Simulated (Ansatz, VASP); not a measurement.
# One calculation of GaIr3, two programs

```
CELL_PARAMETERS angstrom
2.78034 -3.77096 0.00000
2.78034 3.77096 0.00000
0.00000 0.00000 2.77295
ATOMIC_POSITIONS crystal
Ga 0.00000 0.00000 0.00000
Ir 0.50000 0.50000 0.00000
Ir 0.00000 0.50000 0.50000
Ir 0.50000 0.00000 0.50000
```

Change from the starting cell: species swapped into the CdPt3 type (Cmmm, No. 65).

Alike in both runs: functional PBE; k mesh 4 × 4 × 6; occupations gaussian, width 0.1 eV; no spin polarisation.

Ansatz relaxed the structure, and its values are those at the end. VASP's run is a single point on that final structure, the one shown.

|  | VASP | Ansatz |
| --- | --- | --- |
| version | VASP 6.6.1 | Ansatz 0.2.0 |
| potentials or method | VASP PAW PBE potentials, release 64 (Ga_d, Ir), cutoff 520 eV | scalar-relativistic, plane waves, PAW |
| valence electrons in the cell | 40 | 64 |

```tsv
	VASP	Ansatz	Ansatz less VASP
gap on the k mesh at the Fermi level (eV)	none	none	-
pressure (GPa)	0.4	-0.1	-0.46
```

A gap of «none» marks a metal or a gap that the smearing closes. VASP's potentials hold 40 valence electrons a cell and Ansatz's 64, so a difference there can come from the potentials and not from the codes.

The k mesh is coarse, so the values compare programs but aren't converged. Spin-orbit coupling is off throughout.
